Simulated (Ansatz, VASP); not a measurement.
Given: the input of a run of Ansatz 0.2.0 on TiCo.

File input.yaml:

```yaml
crystal:
  lattice:
    - [2.98611099, 0.0, 0.0]
    - [0.0, 2.98611099, 0.0]
    - [0.0, 0.0, 2.98611099]
  atoms:
    - { symbol: Co, position: [0.5, 0.5, 0.5], spin: 2.0 }
    - { symbol: Ti, position: [0.0, 0.0, 0.0], spin: 1.0 }
kpoints:
  mp_grid: { grid: [9, 9, 9] }
scf:
  occupations: { method: gaussian, width: 0.022 }
hamiltonian:
  xc: pbe
  pseudopotentials: { kind: all_electron, lapw: { basis_error: 0.001 } }
magnetization:
  spin_polarized: true
output:
  forces: true
  stress: true
  eigenvalues: true
```

Potentials or basis: all-electron LAPW, scalar-relativistic.

The run is started by

```bash
$ ansatz run input.yaml --threads 2 --pin off --max-ram 6144MiB --backend cpu --events-out ev --progress --plain --runs-dir out
```

Task: Translate it to VASP 6.6.1. Potentials there: VASP PAW PBE potentials, release 64 (Co, Ti_sv).

Result: As run (the cutoff follows the program's own potentials):

Contents of INCAR:

```
PREC = Accurate
ENCUT = 520
EDIFF = 1E-6
ISMEAR = 0
SIGMA = 0.022
LREAL = False
LASPH = True
NELM = 150
ALGO = Normal
ISIF = 2
LWAVE = False
LCHARG = False
ISPIN = 2
MAGMOM = 2 1
LORBIT = 11
LMAXMIX = 4
GGA = PE
NBANDS = 22
```

Contents of KPOINTS:

```
regular mesh
0
Gamma
  9 9 9
```

File POSCAR:

```
TiCo
1.0
    2.9861109900      0.0000000000      0.0000000000
    0.0000000000      2.9861109900      0.0000000000
    0.0000000000      0.0000000000      2.9861109900
Co Ti
1 1
Direct
    0.5000000000      0.5000000000      0.5000000000
    0.0000000000      0.0000000000      0.0000000000
```

Potentials or basis: VASP PAW PBE potentials, release 64 (Co, Ti_sv).

Run with:

```bash
$ cat potpaw_PBE.64/Co/POTCAR potpaw_PBE.64/Ti_sv/POTCAR > POTCAR
$ mpirun -np 1 vasp_std > vasp.out
```

Both were run:

|  | VASP | Ansatz | Ansatz less VASP |
| --- | --- | --- | --- |
| gap on the k mesh at the Fermi level (eV) | none | none | - |
| pressure (GPa) | -0.8 | -0.5 | +0.24 |
| net moment per atom (μB) | 0.42 | 0.42 | -0.001 |
| size of the moment on the site where the two differ most (μB) | 0.92 | 0.95 | +0.029 |

Site moments also hang on the region over which each program counts them. A gap of «none» marks a metal or a gap that the smearing closes. Ansatz ran all-electron here, and VASP with PAW potentials.
